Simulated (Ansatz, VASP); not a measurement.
NiSb: VASP beside Ansatz

The input INCAR:

```
ALGO     = Normal         # electronic algorithm
EDIFF    = 1E-7           # SCF threshold, eV
ENCUT    = 520            # plane-wave cutoff, eV
GGA      = PE             # functional
ISIF     = 2              # what is computed and relaxed
ISMEAR   = 0              # smearing method
LASPH    = T              # aspherical terms in the spheres
LCHARG   = F              # write CHGCAR
LREAL    = F              # projectors in reciprocal space
LWAVE    = F              # write WAVECAR
NBANDS   = 23             # bands
NELM     = 100            # most SCF steps
PREC     = Accurate       # precision mode
SIGMA    = 0.1            # smearing width, eV
```

The input KPOINTS:

```
k-points
0
Gamma
  6 6 4
```

The input POSCAR:

```
NiSb
1.0
    3.9399999606      0.0000000000      0.0000000000
   -1.9699999803      3.4121400568      0.0000000000
    0.0000000000      0.0000000000      5.1400000000
Ni Sb
2 2
Direct
    0.0000000000      0.0000000000      0.0000000000
    0.0000000000      0.0000000000      0.5000000000
    0.3333333333      0.6666666667      0.2500000000
    0.6666666667      0.3333333333      0.7500000000
```

Input for Ansatz:

```yaml
crystal:
  lattice:
    - [3.9399999606, 0.0, 0.0]
    - [-1.9699999803, 3.4121400568, 0.0]
    - [0.0, 0.0, 5.14]
  atoms:
    - { symbol: Ni, position: [0.0, 0.0, 0.0] }
    - { symbol: Ni, position: [0.0, 0.0, 0.5] }
    - { symbol: Sb, position: [0.3333333333, 0.6666666667, 0.25] }
    - { symbol: Sb, position: [0.6666666667, 0.3333333333, 0.75] }
basis:
  ecutwfc: 420
  xc_grid: 2
kpoints:
  mp_grid: { grid: [6, 6, 4] }
hamiltonian:
  xc: pbe
scf:
  occupations: { method: gaussian, width: 0.1 }
  eigensolver: { kind: davidson, full_accuracy: true }
  max_iter: 75
output:
  forces: true
  stress: true
  eigenvalues: true
```

Alike in both runs: task single point; functional PBE; k mesh 6 × 6 × 4; occupations gaussian, width 0.1 eV; no spin polarisation.

```csv
,VASP,Ansatz
version,VASP 6.6.1,Ansatz 0.2.0
potentials or method,"VASP PAW PBE potentials, release 64 (Ni, Sb), cutoff 520 eV","scalar-relativistic, plane waves, PAW"
valence electrons in the cell,30,66
```

```tsv
	VASP	Ansatz	Ansatz less VASP
gap on the k mesh at the Fermi level (eV)	none	none	-
pressure (GPa)	2.5	2.7	+0.16
traceless stress, the component that is largest in VASP (GPa)	0.29	0.21	-0.071
```

A gap of «none» marks a metal or a gap that the smearing closes. VASP's potentials hold 30 valence electrons a cell and Ansatz's 66, so a difference there can come from the potentials and not from the codes.

Spin-orbit coupling is off throughout.
